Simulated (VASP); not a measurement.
Wanted: the native input for a VASP 6.6.1 run.

```yaml
Task: single point
Functional: PBE
Potentials_or_basis: VASP PAW PBE potentials, release 64 (W_sv)
Cutoff: 520 eV
k_mesh: 13 × 13 × 13
Occupations: fermi-dirac, width 0.15 eV
Spin: no spin polarisation
Dipole_correction: no
Further_INCAR_settings: ALGO = Normal; EDIFF = 1e-07; NBANDS = 13
```

The structure of W lies in POSCAR:

```
W
1.0
   -1.5823450000      1.5823450000      1.5823450000
    1.5823450000     -1.5823450000      1.5823450000
    1.5823450000      1.5823450000     -1.5823450000
W
1
Direct
    0.0000000000      0.0000000000      0.0000000000
```

These files were run (other wordings do the same):

INCAR

```
PREC     = Accurate       # precision mode
ENCUT    = 520            # plane-wave cutoff, eV
EDIFF    = 1E-7           # SCF threshold, eV
ISMEAR   = -1             # smearing method
SIGMA    = 0.15           # smearing width, eV
LREAL    = False          # projectors in reciprocal space
LASPH    = True           # aspherical terms in the spheres
NELM     = 60             # most SCF steps
ALGO     = Normal         # electronic algorithm
ISIF     = 2              # what is computed and relaxed
LWAVE    = False          # write WAVECAR
LCHARG   = True           # write CHGCAR
GGA      = PE             # functional
LELF     = True           # ELF
LVHAR    = True         
NBANDS   = 13             # bands
```

KPOINTS

```
regular mesh
0
Gamma
  13 13 13
```

Potentials or basis: VASP PAW PBE potentials, release 64 (W_sv).

The run is started by

```bash
$ cat potpaw_PBE.64/W_sv/POTCAR > POTCAR
$ mpirun -np 1 vasp_std > vasp.out
```

Results of the run:

The pressure is 6.1 GPa. The band gap on the k mesh is zero (band 7 reaches 15.96 eV, above the bottom of band 8 at 10.22 eV).

Caveat: spin-orbit coupling is left out, which moves the levels of the heavy elements.

It took 8.8 s on 1 thread of AMD EPYC 9R14 (Zen 4), with other jobs on the host, peak memory 0.1 GiB.
